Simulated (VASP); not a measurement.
**NaCl: single point with PBE**

NaCl:

```
Na Cl
1.0
     5.44180    0.00000    0.00000
    -2.72090    4.71274    0.00000
     0.00000    0.00000    4.99571
Na Cl
1 1
Direct
  0.00000 0.00000 0.50000
  0.00000 0.00000 0.00000
```

The cell was built from a structure type or drawn by symmetry, and may not be a known phase.

```yaml
Program: VASP 6.6.1
Task: single point
Functional: PBE
Potentials_or_basis: VASP PAW PBE potentials, release 64 (Na_pv, Cl)
Cutoff: 520 eV
k_mesh: 6 × 6 × 4
Occupations: gaussian, width 0.1 eV
Spin: no spin polarisation
Dipole_correction: no
Further_INCAR_settings: ALGO = Normal; EDIFF = 1e-06; NBANDS = 14
```

```json
{
 "Pressure": "0.1 GPa",
 "Band gap on the k mesh": "3.93 eV (least direct gap 3.95 eV)"
}
```

Stress tensor (GPa, compression positive):
```
0.19 0.00 0.00
0.00 0.19 0.00
0.00 0.00 0.03
```

Levels at points of the mesh, in eV from the valence-band top:
```tsv
k point	band 5	band 6	band 7	band 8	band 9	band 10
(0.00, 0.00, 0.00)	-0.63	-0.02	-0.02	3.93	8.85	9.47
(0.50, 0.00, 0.00)	-0.61	-0.23	-0.06	5.52	6.20	8.40
(0.00, 0.00, 0.50)	-1.10	0.00	0.00	5.41	6.45	9.08
(0.50, 0.00, 0.50)	-1.05	-0.17	-0.04	6.05	7.02	8.19
```

It took 16 s on 1 thread of Intel(R) Xeon(R) 6975P-C (Granite Rapids) (shared host), peak memory 0.24 GiB.

A k mesh can miss the band edges.
